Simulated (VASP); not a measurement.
Runs of VASP 6.6.1 on BaTiO3. The structure is that of space group Pm-3m (No. 221), or close to it. The cells are those of the table. 

| task | level | potentials or basis | cell | cutoff (eV) | gap on the mesh (eV) | pressure (GPa) |
| --- | --- | --- | --- | --- | --- | --- |
| single point | PBE | VASP PAW PBE potentials, release 64 (Ba_sv, Ti_sv, O_h) | a = 4.059 Å, 5 atoms | 1340 | (c) | (b) |
| electric field gradients | LDA | VASP PAW LDA potentials, release 64 (Ba_sv, Ti_sv, O_h) | a = 4.006 Å, 5 atoms | 1000 | 1.66 | -7.2 |
| electric field gradients | r2SCAN | VASP PAW PBE potentials, release 64 (Ba_sv, Ti_sv, O_h) | a = 4.006 Å, 5 atoms | 1100 | 2.14 | 0.4 |
| single point | PBE | VASP PAW PBE potentials, release 64 (Ba_sv, Ti_sv, O_h) | a = 4.006, b = 4.006, c = 4.126 Å, 5 atoms | 1340 | (a) | -1.5 |

Alike in all rows: no spin polarisation; k mesh 8 × 8 × 8; smearing fermi-dirac 0.02 eV.

Estimate the missing entries.

(a) 1.63; (b) -3.1; (c) 1.67.

Caveats: spin-orbit coupling is left out, which moves the levels of the heavy elements; the cell stands under tension (at least some runs); the PAW data sets were made with another functional, which shifts forces and pressure a little (at least some runs).

A k mesh can miss the band edges, and the runs leave out spin-orbit coupling on Ba.
